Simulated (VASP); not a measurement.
# NiF (F-43m) in VASP: further runs

Runs on NiF. Level: PBE. Tasks: single point.

Everything below comes from runs of VASP 6.6.1. Logs are shortened: lines on timing, memory, paths and dates and some standing lists are left out, and cuts for length are marked.

## 1. The cell of the first run

The structure is cubic, space group F-43m (No. 216). The conventional cell has a = 4.574 Å, b = 4.574 Å, c = 4.574 Å, α = 90.00°, β = 90.00°, γ = 90.00°. Within 2.6 Å of Ni (site symmetry -43m) lie 4 F at 1.98 Å. Within 2.6 Å of F (site symmetry -43m) lie 4 Ni at 1.98 Å.

## 2. Single point, PBE, collinear spin, ferromagnetic start (11.96 Å³/atom)

INCAR

```
SYSTEM = NiF
PREC = Accurate
ENCUT = 520
EDIFF = 1E-7
ISMEAR = -1
SIGMA = 0.05
LREAL = .False.
LASPH = .True.
NELM = 150
ALGO = Normal
ISIF = 2
LWAVE = .False.
LCHARG = .False.
ISPIN = 2
MAGMOM = 1 0
LORBIT = 11
LMAXMIX = 4
GGA = PE
NBANDS = 20
```

KPOINTS

```
regular mesh
0
Gamma
  10 10 10
  0 0 0
```

POSCAR

```
NiF
1.0
    0.0000000000      2.2871783778      2.2871783778
    2.2871783778      0.0000000000      2.2871783778
    2.2871783778      2.2871783778      0.0000000000
Ni F
1 1
Direct
    0.0000000000      0.0000000000      0.0000000000
    0.7500000000      0.7500000000      0.7500000000
```

Potentials or basis: VASP PAW PBE potentials, release 64 (Ni, F).

Run with:

```
$ cat potpaw_PBE.64/Ni/POTCAR potpaw_PBE.64/F/POTCAR > POTCAR
$ mpirun -np 1 vasp_std > vasp.out
```

OUTCAR:

```text
SYSTEM = NiF
   PREC = Accurate
   ENCUT = 520
   EDIFF = 1E-7
   ISMEAR = -1
   LREAL = .False.
   LASPH = .True.
   NELM = 150
   ISIF = 2
   ISPIN = 2
   LORBIT = 11
   GGA = PE

 ion  position               nearest neighbor table
   1  0.000  0.000  0.000-   2 1.98   2 1.98   2 1.98   2 1.98
   2  0.750  0.750  0.750-   1 1.98   1 1.98   1 1.98   1 1.98

  LATTYP: Found a face centered cubic cell.
 ALAT       =     4.5743567556

  Lattice vectors:

 A1 = (   0.0000000000,   2.2871783778,   2.2871783778)
 A2 = (   2.2871783778,   0.0000000000,   2.2871783778)
 A3 = (   2.2871783778,   2.2871783778,   0.0000000000)

Analysis of symmetry for initial positions (statically):
=====================================================================
 Subroutine PRICEL returns:
 Original cell was already a primitive cell.

 Routine SETGRP: Setting up the symmetry group for a
 face centered cubic supercell.

 Subroutine GETGRP returns: Found 24 space group operations
 (whereof 24 operations were pure point group operations)
 out of a pool of 48 trial point group operations.

The static configuration has the point symmetry T_d .

Analysis of symmetry for dynamics (positions and initial velocities):
=====================================================================
 Subroutine PRICEL returns:
 Original cell was already a primitive cell.

 Routine SETGRP: Setting up the symmetry group for a
 face centered cubic supercell.

 Subroutine GETGRP returns: Found 24 space group operations
 (whereof 24 operations were pure point group operations)
 out of a pool of 48 trial point group operations.

The dynamic configuration has the point symmetry T_d .

Analysis of structural, dynamic, and magnetic symmetry:
=====================================================================
 Subroutine PRICEL returns:
 Original cell was already a primitive cell.

 Routine SETGRP: Setting up the symmetry group for a
 face centered cubic supercell.

 Subroutine GETGRP returns: Found 24 space group operations
 (whereof 24 operations were pure point group operations)
 out of a pool of 48 trial point group operations.

The overall configuration has the point symmetry T_d .

 Subroutine INISYM returns: Found 24 space group operations
 (whereof 24 operations are pure point group operations),
 and found     1 'primitive' translations

----------------------------------------------------------------------------------------

                                     Primitive cell

  volume of cell :      23.9293

  direct lattice vectors                    reciprocal lattice vectors
     0.000000000  2.287178378  2.287178378    -0.218609972  0.218609972  0.218609972
     2.287178378  0.000000000  2.287178378     0.218609972 -0.218609972  0.218609972
     2.287178378  2.287178378  0.000000000     0.218609972  0.218609972 -0.218609972

  length of vectors
     3.234558681  3.234558681  3.234558681     0.378643578  0.378643578  0.378643578

  position of ions in fractional coordinates (direct lattice)
     0.000000000  0.000000000  0.000000000
     0.750000000  0.750000000  0.750000000

  ion indices of the primitive-cell ions
   primitive index   ion index
                 1           1
                 2           2

----------------------------------------------------------------------------------------

 KPOINTS: regular mesh

Automatic generation of k-mesh.
 Grid dimensions read from file:
 generate k-points for:   10   10   10

 Generating k-lattice:

  Cartesian coordinates                     Fractional coordinates (reciprocal lattice)
    -0.021860997  0.021860997  0.021860997     0.100000000  0.000000000  0.000000000
     0.021860997 -0.021860997  0.021860997     0.000000000  0.100000000  0.000000000
     0.021860997  0.021860997 -0.021860997     0.000000000  0.000000000  0.100000000

  Length of vectors
     0.037864358  0.037864358  0.037864358

  Shift w.r.t. Gamma in fractional coordinates (k-lattice)
     0.000000000  0.000000000  0.000000000

 Subroutine IBZKPT returns following result:
 ===========================================

 Found     47 irreducible k-points:

 Following reciprocal coordinates:
            Coordinates               Weight
  0.000000  0.000000  0.000000      1.000000
  0.100000  0.000000  0.000000      8.000000
  0.200000  0.000000  0.000000      8.000000
  0.300000  0.000000  0.000000      8.000000
  0.400000  0.000000  0.000000      8.000000
  0.500000  0.000000  0.000000      4.000000
[... 16 lines left out ...]
  0.300000  0.300000  0.000000      6.000000
  0.400000  0.300000  0.000000     24.000000
 [... further k-points ...]
   k-points           NKPTS =     47   k-points in BZ     NKDIM =     47   number of bands    NBANDS=     20
   number of dos      NEDOS =    301   number of ions     NIONS =      2
   total plane-waves  NPLWV =  13824
   dimension x,y,z NGX =    24 NGY =   24 NGZ =   24
   dimension x,y,z NGXF=    48 NGYF=   48 NGZF=   48
   ions per type =               1   1
   NGX,Y,Z   is equivalent  to a cutoff of  12.34, 12.34, 12.34 a.u.
   NGXF,Y,Z  is equivalent  to a cutoff of  24.67, 24.67, 24.67 a.u.
 SYSTEM =  NiF
   PREC   = accura    normal or accurate (medium, high low for compatibility)
   ISTART =      0    job   : 0-new  1-cont  2-samecut
   ICHARG =      2    charge: 1-file 2-atom 10-const
   ISPIN  =      2    spin polarized calculation?
   LNONCOLLINEAR =      F non collinear calculations
   LSORBIT =      F    spin-orbit coupling
   LASPH  =      T    aspherical Exc in radial PAW
   ENCUT  =  520.0 eV  38.22 Ry    6.18 a.u.   6.01  6.01  6.01*2*pi/ulx,y,z
   NELM   =    150;   NELMIN=  2; NELMDL= -5     # of ELM steps
   EDIFF  = 0.1E-06   stopping-criterion for ELM
   LREAL  =      F    real-space projection
   EDIFFG = 0.1E-05   stopping-criterion for IOM
   NSW    =      0    number of steps for IOM
   IBRION =     -1    ionic relax: 0-MD 1-quasi-New 2-CG
   NFREE  =      0    steps in history (QN), initial steepest desc. (CG)
   ISIF   =      2    stress and relaxation
   ISYM   =      2    0-nonsym 1-usesym 2-fastsym
   POTIM  = 0.5000    time-step for ionic-motion
   TEBEG  =    0.0;   TEEND  =   0.0 temperature during run
   PSTRESS=    0.0 pullay stress
   NELECT =      17.0000    total number of electrons
[... 29 lines left out ...]
  ext. energy  EPLUGINS =         0.00000000
  ---------------------------------------------------
  free energy    TOTEN  =        -8.05715986 eV

  energy without entropy =       -8.02106002  energy(sigma->0) =       -8.03910994

 E-fermi :   5.7108     XC(G=0): -10.8367

 val. band max:        5.7090579465   @ k =   0.3000   0.2000   0.1000
 cond. band min:       5.7149614715   @ k =   0.5000   0.2000   0.0000
 fundamental gap:      0.0059035250
 Fermi energy:         5.7107697354

 spin component 1

 k-point     1 :       0.0000    0.0000    0.0000
  band No.  band energies     occupation
      1     -20.7733      1.00000
      2      -2.3727      1.00000
      3      -2.3727      1.00000
      4      -2.3727      1.00000
      5       3.4788      1.00000
      6       3.9260      1.00000
[... 12 lines left out ...]
     19      27.7334      0.00000
     20      28.9154      0.00000

 k-point     2 :       0.1000    0.0000    0.0000
  band No.  band energies     occupation
      1     -20.7502      1.00000
      2      -2.5211      1.00000
      3      -2.3608      1.00000
      4      -2.3608      1.00000
      5       3.8347      1.00000
      6       3.9017      1.00000
[... 12 lines left out ...]
     19      28.4693      0.00000
     20      30.1806      0.00000

 k-point     3 :       0.2000    0.0000    0.0000
  band No.  band energies     occupation
      1     -20.6912      1.00000
      2      -2.8403      1.00000
      3      -2.3309      1.00000
      4      -2.3309      1.00000
      5       3.8634      1.00000
      6       3.8634      1.00000
[... 12 lines left out ...]
     19      29.6758      0.00000
     20      33.2446      0.00000

 k-point     4 :       0.3000    0.0000    0.0000
  band No.  band energies     occupation
      1     -20.6173      1.00000
      2      -3.1391      1.00000
      3      -2.2968      1.00000
      4      -2.2968      1.00000
      5       3.8703      1.00000
      6       3.8703      1.00000
[... 429 lines left out ...]
 k-point    23 :       0.3000    0.3000    0.0000
  band No.  band energies     occupation
      1     -20.5680      1.00000
      2      -3.2008      1.00000
      3      -2.2916      1.00000
      4      -2.2916      1.00000
      5       3.3267      1.00000
      6       4.1103      1.00000
[... 12 lines left out ...]
     19      32.5428      0.00000
     20      33.6992      0.00000

 k-point    24 :       0.4000    0.3000    0.0000
  band No.  band energies     occupation
      1     -20.5218      1.00000
      2      -3.2633      1.00000
      3      -2.3139      1.00000
      4      -2.2671      1.00000
      5       3.2522      1.00000
      6       4.0428      1.00000
[... 12 lines left out ...]
     19      33.3182      0.00000
     20      34.0310      0.00000

 [... further k-points ...]

 spin component 2

 k-point     1 :       0.0000    0.0000    0.0000
  band No.  band energies     occupation
      1     -20.6321      1.00000
      2      -2.1108      1.00000
      3      -2.1108      1.00000
      4      -2.1108      1.00000
      5       3.4360      1.00000
      6       4.6382      1.00000
[... 12 lines left out ...]
     19      27.8045      0.00000
     20      28.7247      0.00000

 k-point     2 :       0.1000    0.0000    0.0000
  band No.  band energies     occupation
      1     -20.6085      1.00000
      2      -2.2822      1.00000
      3      -2.1027      1.00000
      4      -2.1027      1.00000
      5       3.8282      1.00000
      6       4.6248      1.00000
[... 12 lines left out ...]
     19      28.5340      0.00000
     20      29.9954      0.00000

 k-point     3 :       0.2000    0.0000    0.0000
  band No.  band energies     occupation
      1     -20.5480      1.00000
      2      -2.6479      1.00000
      3      -2.0830      1.00000
      4      -2.0830      1.00000
      5       4.6090      1.00000
      6       4.6091      1.00000
[... 12 lines left out ...]
     19      29.7471      0.00000
     20      33.1583      0.00000

 k-point     4 :       0.3000    0.0000    0.0000
  band No.  band energies     occupation
      1     -20.4722      1.00000
      2      -2.9911      1.00000
      3      -2.0616      1.00000
      4      -2.0616      1.00000
      5       4.6325      1.00000
      6       4.6325      1.00000
[... 429 lines left out ...]
 k-point    23 :       0.3000    0.3000    0.0000
  band No.  band energies     occupation
      1     -20.4217      1.00000
      2      -3.0391      1.00000
      3      -2.0868      1.00000
      4      -2.0868      1.00000
      5       4.2034      1.00000
      6       4.8387      1.00000
[... 12 lines left out ...]
     19      32.4094      0.00000
     20      33.8574      0.00000

 k-point    24 :       0.4000    0.3000    0.0000
  band No.  band energies     occupation
      1     -20.3744      1.00000
      2      -3.1157      1.00000
      3      -2.1266      1.00000
      4      -2.0742      1.00000
      5       4.1830      1.00000
      6       4.8719      1.00000
[... 12 lines left out ...]
     19      33.4429      0.00000
     20      34.0180      0.00000

 [... further k-points ...]

------------------------ aborting loop because EDIFF is reached ----------------------------------------

  FORCE on cell =-STRESS in cart. coord.  units (eV):
  Direction    XX          YY          ZZ          XY          YZ          ZX
  --------------------------------------------------------------------------------------
  -------------------------------------------------------------------------------------
  Total        2.2005677      2.2005677      2.2005677     -0.0000000      0.0000000     -0.0000000
  in kB      147.3381475    147.3381475    147.3381475     -0.0000000      0.0000000     -0.0000000
  external PRESSURE =     147.3381475 kB  Pullay stress =       0.0000000 kB

 VOLUME and BASIS-vectors are now :
 -----------------------------------------------------------------------------
  energy-cutoff  :      520.00
  volume of cell :       23.93
      direct lattice vectors                 reciprocal lattice vectors
     0.000000000  2.287178378  2.287178378    -0.218609972  0.218609972  0.218609972
     2.287178378  0.000000000  2.287178378     0.218609972 -0.218609972  0.218609972
     2.287178378  2.287178378  0.000000000     0.218609972  0.218609972 -0.218609972

 POSITION                                       TOTAL-FORCE (eV/Angst)
 -----------------------------------------------------------------------------------
      0.00000      0.00000      0.00000        -0.000000     -0.000000     -0.000000
      3.43077      3.43077      3.43077         0.000000      0.000000      0.000000
 -----------------------------------------------------------------------------------
    total drift:                                0.000001      0.000001      0.000001

  FREE ENERGIE OF THE ION-ELECTRON SYSTEM (eV)
  ---------------------------------------------------
  free  energy   TOTEN  =        -8.0571598644 eV

  energy  without entropy=       -8.0210600202  energy(sigma->0) =       -8.03910994

 total charge

# of ion       s       p       d       tot
------------------------------------------
    1        0.273   0.314   8.437   9.024
    2        1.748   4.340   0.000   6.088
--------------------------------------------------
tot          2.021   4.654   8.437  15.112

 magnetization (x)

# of ion       s       p       d       tot
------------------------------------------
    1       -0.004  -0.002   1.117   1.111
    2       -0.000   0.078   0.000   0.078
--------------------------------------------------
tot         -0.004   0.076   1.117   1.189
```

Run time: 49 s. Hardware: 1 thread of Intel Xeon Platinum 8259CL at 2.50GHz (Skylake/Cascade Lake), shared host; peak memory 0.16 GiB.

What came out:

```
Free energy                                           : -8.0572 eV
Pressure                                              : 14.7 GPa
Net moment                                            : 1.14 μB per cell
Site moments                                          : Ni +1.11; F +0.08 μB
Valence electrons inside the program's atomic spheres : Ni 9.02; F 6.09
```

Caveat: the cell stands under pressure; a cell with one magnetic atom can't hold antiferromagnetic order, which such compounds often take; semilocal functionals often make such compounds metallic where correlation or magnetic order opens a gap, which also shifts bond lengths. With open d or f shells a metallic result of PBE can be an artefact of self-interaction; +U or a hybrid may open a gap.

## 3. Single point, PBE, collinear spin, ferromagnetic start (12.22 Å³/atom)

This run uses another cell than the first one, of 12.22 Å³/atom.

INCAR

```
SYSTEM = NiF
PREC = Accurate ; ENCUT = 520
EDIFF = 1E-6 ; ISMEAR = -1
SIGMA = 0.05 ; LREAL = .False.
LASPH = .True. ; NELM = 150
ALGO = Normal ; ISIF = 2
LWAVE = .False. ; LCHARG = .True.
ISPIN = 2 ; MAGMOM = 1 0
LORBIT = 11 ; LMAXMIX = 4
GGA = PE ; LELF = .True.
LVHAR = .True. ; NBANDS = 20
```

KPOINTS

```
Automatic mesh
0
Gamma
  10 10 10
  0 0 0
```

POSCAR

```
NiF
1.0
    0.0000000000      2.3032857985      2.3032857985
    2.3032857985      0.0000000000      2.3032857985
    2.3032857985      2.3032857985      0.0000000000
Ni F
1 1
Direct
    0.0000000000      0.0000000000      0.0000000000
    0.7500000000      0.7500000000      0.7500000000
```

Potentials or basis: VASP PAW PBE potentials, release 64 (Ni, F).

Run with:

```
$ cat potpaw_PBE.64/Ni/POTCAR potpaw_PBE.64/F/POTCAR > POTCAR
$ mpirun -np 1 vasp_std > vasp.out
```

It took 46 s on 1 thread of Intel Xeon Platinum 8259CL at 2.50GHz (Skylake/Cascade Lake), shared host; peak memory 0.16 GiB.

Results (log left out):

```yaml
Free_energy: -8.1005 eV
Pressure: 12.0 GPa
Net_moment: 1.15 μB per cell
Site_moments: Ni +1.12; F +0.08 μB
Valence_electrons_inside_the_program's_atomic_spheres: Ni 8.99; F 6.08
```

Levels at points of the mesh, in eV from the Fermi level:
Spin up:
| k point | band 5 | band 6 | band 7 | band 8 | band 9 | band 10 | band 11 | band 12 | band 13 | band 14 |
| --- | --- | --- | --- | --- | --- | --- | --- | --- | --- | --- |
| (0.00, 0.00, 0.00) | -2.21 | -1.76 | -1.76 | -0.89 | -0.89 | -0.89 | 13.12 | 13.12 | 13.12 | 19.08 |
| (0.50, 0.00, 0.00) | -2.16 | -1.69 | -1.69 | -1.26 | -1.26 | 3.58 | 4.38 | 12.60 | 12.60 | 15.92 |
| (0.50, 0.50, 0.00) | -2.58 | -1.72 | -1.56 | -1.56 | -1.48 | 4.02 | 6.68 | 10.15 | 11.70 | 11.70 |
Spin down:
```tsv
k point	band 5	band 6	band 7	band 8	band 9	band 10	band 11	band 12
(0.00, 0.00, 0.00)	-2.25	-1.04	-1.04	0.41	0.41	0.41	13.24	13.24
(0.50, 0.00, 0.00)	-0.95	-0.95	-0.91	0.05	0.05	3.64	4.50	12.72
(0.50, 0.50, 0.00)	-1.47	-1.07	-0.75	-0.15	-0.15	4.17	6.88	10.23
```

Caveat: the cell stands under pressure; a cell with one magnetic atom can't hold antiferromagnetic order, which such compounds often take; semilocal functionals often make such compounds metallic where correlation or magnetic order opens a gap, which also shifts bond lengths. With open d or f shells a metallic result of PBE can be an artefact of self-interaction; +U or a hybrid may open a gap.

## 4. Single point, PBE, collinear spin, ferromagnetic start (12.47 Å³/atom)

This run uses another cell than the first one, of 12.47 Å³/atom.

INCAR

```
SYSTEM = NiF
PREC = Accurate
ENCUT = 520
EDIFF = 1E-7
ISMEAR = -1
SIGMA = 0.05
LREAL = .FALSE.
LASPH = .TRUE.
NELM = 150
ALGO = Normal
ISIF = 2
LWAVE = .FALSE.
LCHARG = .FALSE.
ISPIN = 2
MAGMOM = 1 0
LORBIT = 11
LMAXMIX = 4
GGA = PE
NBANDS = 20
```

KPOINTS

```
regular mesh
0
G
  10 10 10
  0 0 0
```

POSCAR

```
NiF
1.0
    0.0000000000      2.3191710301      2.3191710301
    2.3191710301      0.0000000000      2.3191710301
    2.3191710301      2.3191710301      0.0000000000
Ni F
1 1
Direct
    0.0000000000      0.0000000000      0.0000000000
    0.7500000000      0.7500000000      0.7500000000
```

Run with:

```
$ cat potpaw_PBE.64/Ni/POTCAR potpaw_PBE.64/F/POTCAR > POTCAR
$ mpirun -np 1 vasp_std > vasp.out
```

It took 48 s on 1 thread of Intel Xeon Platinum 8259CL at 2.50GHz (Skylake/Cascade Lake), shared host; peak memory 0.17 GiB.

The run converged. Its results:

```
Free energy                                           : -8.1355 eV
Pressure                                              : 9.5 GPa
Net moment                                            : 1.16 μB per cell
Site moments                                          : Ni +1.12; F +0.07 μB
Valence electrons inside the program's atomic spheres : Ni 8.97; F 6.08
```

Levels at points of the mesh, in eV from the Fermi level:
Spin up:
| k point | band 7 | band 8 | band 9 | band 10 | band 11 | band 12 |
| --- | --- | --- | --- | --- | --- | --- |
| (0.00, 0.00, 0.00) | -1.73 | -0.91 | -0.91 | -0.91 | 12.98 | 12.98 |
| (0.50, 0.00, 0.00) | -1.67 | -1.27 | -1.27 | 3.52 | 4.32 | 12.47 |
| (0.50, 0.50, 0.00) | -1.55 | -1.55 | -1.47 | 3.99 | 6.53 | 10.06 |
Spin down:
| k point | band 6 | band 7 | band 8 | band 9 | band 10 | band 11 |
| --- | --- | --- | --- | --- | --- | --- |
| (0.00, 0.00, 0.00) | -1.02 | -1.02 | 0.40 | 0.40 | 0.40 | 13.10 |
| (0.50, 0.00, 0.00) | -0.93 | -0.88 | 0.05 | 0.05 | 3.59 | 4.43 |
| (0.50, 0.50, 0.00) | -1.05 | -0.73 | -0.14 | -0.14 | 4.13 | 6.74 |

Caveat: the cell stands under pressure; a cell with one magnetic atom can't hold antiferromagnetic order, which such compounds often take; semilocal functionals often make such compounds metallic where correlation or magnetic order opens a gap, which also shifts bond lengths.

## 5. The runs side by side

| cell | gap on the mesh (eV) | pressure (GPa) | moment (μB) |
| --- | --- | --- | --- |
| a = 3.235 Å, angles 60.0°, 2 atoms | none | 14.7 | 1.14 |
| a = 3.257 Å, angles 60.0°, 2 atoms | none | 12.0 | 1.15 |
| a = 3.280 Å, angles 60.0°, 2 atoms | none | 9.5 | 1.16 |

Alike in all rows: task single point; level PBE; potentials or basis VASP PAW PBE potentials, release 64 (Ni, F); spin collinear, ferromagnetic start; k mesh 10 × 10 × 10; cutoff (eV) 520; smearing fermi-dirac 0.05 eV.

Caveats: the cell stands under pressure; a cell with one magnetic atom can't hold antiferromagnetic order, which such compounds often take; semilocal functionals often make such compounds metallic where correlation or magnetic order opens a gap, which also shifts bond lengths.

Absolute energies hang on the potentials; compare differences alone.
